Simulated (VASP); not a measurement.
Set up this calculation in VASP 6.6.1, as the native input.

```
Task                   : single point
Functional             : r2SCAN
Potentials or basis    : VASP PAW PBE potentials, release 64 (Sn_d, O)
Cutoff                 : 520 eV
k mesh                 : 6 × 6 × 8
Occupations            : gaussian, width 0.01 eV
Spin                   : no spin polarisation
Dipole correction      : no
Further INCAR settings : ALGO = Normal; EDIFF = 1e-06; NBANDS = 35
```

The system is SnO2.

```
CELL_PARAMETERS angstrom
4.76049 0.11163 0.00000
0.11163 4.76049 0.00000
0.00000 0.00000 3.20016
ATOMIC_POSITIONS crystal
Sn 0.00000 0.00000 0.00000
Sn 0.50000 0.50000 0.50000
O 0.30548 0.30548 0.00000
O 0.19330 0.80670 0.50000
O 0.69452 0.69452 0.00000
O 0.80670 0.19330 0.50000
```

This cell differs from its parent crystal: shear xy strain +4.7%.

The input as run:

POSCAR

```
SnO2
1.0
    4.7604948911      0.1116336052      0.0000000000
    0.1116336052      4.7604948911      0.0000000000
    0.0000000000      0.0000000000      3.2001628212
Sn O
2 4
Direct
    0.0000000000      0.0000000000      0.0000000000
    0.5000000000      0.5000000000      0.5000000000
    0.3054792499      0.3054792499      0.0000000000
    0.1932983076      0.8067016924      0.5000000000
    0.6945207501      0.6945207501      0.0000000000
    0.8067016924      0.1932983076      0.5000000000
```

INCAR.step1

```
PREC = Accurate
ENCUT = 520
ISMEAR = 0
SIGMA = 0.01
LREAL = F
LASPH = T
NELM = 100
NBANDS = 35
GGA = PE
ALGO = Normal
EDIFF = 1E-4
LWAVE = T
LCHARG = F
```

INCAR.step2

```
PREC = Accurate
ENCUT = 520
EDIFF = 1E-6
ISMEAR = 0
SIGMA = 0.01
LREAL = F
LASPH = T
NELM = 100
ALGO = Normal
ISIF = 2
LWAVE = F
LCHARG = F
METAGGA = R2SCAN
LMIXTAU = T
NBANDS = 35
ISTART = 1
```

KPOINTS

```
regular mesh
0
Gamma
  6 6 8
```

Potentials or basis: VASP PAW PBE potentials, release 64 (Sn_d, O).

Launch:

```bash
$ cat potpaw_PBE.64/Sn_d/POTCAR potpaw_PBE.64/O/POTCAR > POTCAR
$ cp INCAR.step1 INCAR
$ mpirun -np 1 vasp_std > vasp.out
$ cp INCAR.step2 INCAR
$ mpirun -np 1 vasp_std > vasp.out
```

Results of the run:

| Property | Result |
| --- | --- |
| Pressure | 1.7 GPa |
| Largest force | 0.029 eV/Å |
| Band gap on the k mesh | 1.79 eV |

Caveat: the cell differs from its parent crystal (shear xy strain +4.7%); the PAW data sets were made with another functional, which shifts forces and pressure a little; spin-orbit coupling is left out, which moves the levels of the heavy elements.

Wall time 2.7 min on 1 thread of Intel(R) Xeon(R) 6975P-C (Granite Rapids) (shared host), peak memory 0.27 GiB.
